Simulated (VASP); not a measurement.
AlNi3: single point with PBEsol

The system is AlNi3.

```xyz
4
Lattice="0.0000 2.7983 2.7983 2.7983 0.0000 2.7983 2.7983 2.7983 0.0000" Properties=species:S:1:pos:R:3 pbc="T T T"
Al    2.7983    2.7983    2.7983
Ni    1.3991    1.3991    1.3991
Ni    0.0000    0.0000    0.0000
Ni    4.1974    4.1974    4.1974
```

| Quantity | Value |
| --- | --- |
| Program | VASP 6.6.1 |
| Task | single point |
| Functional | PBEsol |
| Potentials or basis | VASP PAW PBE potentials, release 64 (Al, Ni) |
| Cutoff | 520 eV |
| k mesh | 4 × 4 × 4 |
| Occupations | gaussian, width 0.1 eV |
| Spin | no spin polarisation |

| Property | Result |
| --- | --- |
| Pressure | 0.2 GPa |

Levels at points of the mesh, in eV from the Fermi level:
| k point | band 12 | band 13 | band 14 | band 15 | band 16 | band 17 | band 18 | band 19 | band 20 | band 21 |
| --- | --- | --- | --- | --- | --- | --- | --- | --- | --- | --- |
| (0.00, 0.00, 0.00) | -0.84 | -0.50 | -0.50 | -0.42 | -0.42 | 5.55 | 5.55 | 5.55 | 6.04 | 6.04 |
| (0.50, 0.00, 0.00) | -1.67 | -0.56 | -0.56 | -0.39 | -0.39 | -0.06 | 4.42 | 4.42 | 4.91 | 4.91 |
| (0.50, 0.50, 0.00) | -1.11 | -1.00 | -0.67 | -0.53 | -0.27 | -0.27 | -0.26 | 0.03 | 4.37 | 4.79 |

It took 14 s on 1 thread of Intel(R) Xeon(R) Platinum 8259CL CPU @ 2.50GHz (Skylake/Cascade Lake), on a shared host, peak memory 0.16 GiB.

Caveat: the k points lie up to 0.49 Å⁻¹ apart; the PAW data sets were made with another functional, which shifts forces and pressure a little. Spin polarisation is off, so any magnetic state and its effect on volume and gap are missing.
